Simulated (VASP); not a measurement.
Write the native input for VASP 6.6.1 that does the following.

```
Task                   : single point
Functional             : PBE
Potentials or basis    : VASP PAW PBE potentials, release 64 (Zn, S)
Cutoff                 : 500 eV
k mesh                 : 8 × 8 × 8
Occupations            : gaussian, width 0.02 eV
Spin                   : no spin polarisation
Dipole correction      : no
Further INCAR settings : ALGO = Normal; EDIFF = 1e-06; NBANDS = 16
```

The structure of ZnS lies in POSCAR:

```
ZnS
1.0
    0.0000000000      2.7215931340      2.7215931340
    2.7215931340      0.0000000000      2.7215931340
    2.7215931340      2.7215931340      0.0000000000
Zn S
1 1
Direct
    0.0000000000      0.0000000000      0.0000000000
    0.2500000000      0.2500000000      0.2500000000
```

These files were run (other wordings do the same):

INCAR

```
SYSTEM = ZnS
ALGO = Normal ; EDIFF = 1E-6
ENCUT = 500 ; GGA = PE
GGA_COMPAT = .False. ; ISIF = 2
ISMEAR = 0 ; LASPH = .True.
LCHARG = .True. ; LELF = .True.
LREAL = .False. ; LVHAR = .True.
LWAVE = .False. ; NBANDS = 16
NELM = 120 ; PREC = Accurate
SIGMA = 0.02
```

KPOINTS

```
k-points
0
Gamma
  8 8 8
  0 0 0
```

Potentials or basis: VASP PAW PBE potentials, release 64 (Zn, S).

Run with:

```console
$ cat potpaw_PBE.64/Zn/POTCAR potpaw_PBE.64/S/POTCAR > POTCAR
$ mpirun -np 1 vasp_std > vasp.out
```

It gave:

* Pressure: 0.2 GPa
* Band gap on the k mesh: 2.02 eV

It took 23 s on 1 thread of Intel Xeon 8259CL, with other jobs on the host, peak memory 0.16 GiB.
